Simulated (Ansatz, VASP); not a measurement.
**Ta in VASP and in Ansatz**

Contents of POSCAR:

```
Ta
1.0
   -1.5790365000      1.5790365000      1.6512800000
    1.5790365000     -1.5790365000      1.6512800000
    1.7235235000      1.7235235000     -1.6512800000
Ta
1
Direct
    0.0000000000      0.0000000000      0.0000000000
```

Contents of INCAR.step1:

```
SYSTEM = Ta
PREC = Accurate ; ENCUT = 520
ISMEAR = 0 ; SIGMA = 0.15
LREAL = .FALSE. ; LASPH = .TRUE.
NELM = 60 ; NBANDS = 12
GGA = PE ; ALGO = Normal
EDIFF = 1E-4 ; LWAVE = .TRUE.
LCHARG = .FALSE.
```

INCAR.step2

```
SYSTEM = Ta
PREC = Accurate ; ENCUT = 520
EDIFF = 1E-6 ; ISMEAR = 0
SIGMA = 0.15 ; LREAL = .FALSE.
LASPH = .TRUE. ; NELM = 60
ALGO = Normal ; ISIF = 2
LWAVE = .FALSE. ; LCHARG = .TRUE.
METAGGA = R2SCAN ; LMIXTAU = .TRUE.
LELF = .TRUE. ; LVHAR = .TRUE.
NBANDS = 12 ; ISTART = 1
```

Contents of KPOINTS:

```
Automatic mesh
0
G
  20 20 20
  0 0 0
```

Input for Ansatz:

```yaml
crystal:
  lattice:
    - [-1.5790365, 1.5790365, 1.65128]
    - [1.5790365, -1.5790365, 1.65128]
    - [1.7235235, 1.7235235, -1.65128]
  atoms:
    - { symbol: Ta, position: [0.0, 0.0, 0.0] }
basis:
  ecutwfc: 500
kpoints:
  mp_grid: { grid: [20, 20, 20] }
hamiltonian:
  xc: r2scan
scf:
  occupations: { method: gaussian, width: 0.15 }
output:
  forces: true
  stress: true
  eigenvalues: true
  write_density: true
  write_potential: true
  elf: true
  volumetric_format: npy
```

Change from the starting cell: strain +0.0875 x Voigt [0, 0, 0, 0, 0, 1], atoms carried along.

Alike in both runs: task single point; functional r2SCAN; k mesh 20 × 20 × 20; occupations gaussian, width 0.15 eV; no spin polarisation.

|  | VASP | Ansatz |
| --- | --- | --- |
| version | VASP 6.6.1 | Ansatz 0.2.0 |
| potentials or method | VASP PAW PBE potentials, release 64 (Ta_pv), cutoff 520 eV | scalar-relativistic, plane waves, PAW |
| valence electrons in the cell | 11 | 13 |

|  | VASP | Ansatz | Ansatz less VASP |
| --- | --- | --- | --- |
| gap on the k mesh at the Fermi level (eV) | none | none | - |
| pressure (GPa) | 2.0 | 1.4 | -0.67 |
| traceless stress, the component that is largest in VASP (GPa) | -5.78 | -5.75 | +0.027 |

VASP's potentials were made for PBE, not for r2SCAN. A gap of «none» marks a metal or a gap that the smearing closes. VASP's potentials hold 11 valence electrons a cell and Ansatz's 13, so a difference there can come from the potentials and not from the codes.

Neither program's run includes spin-orbit coupling.
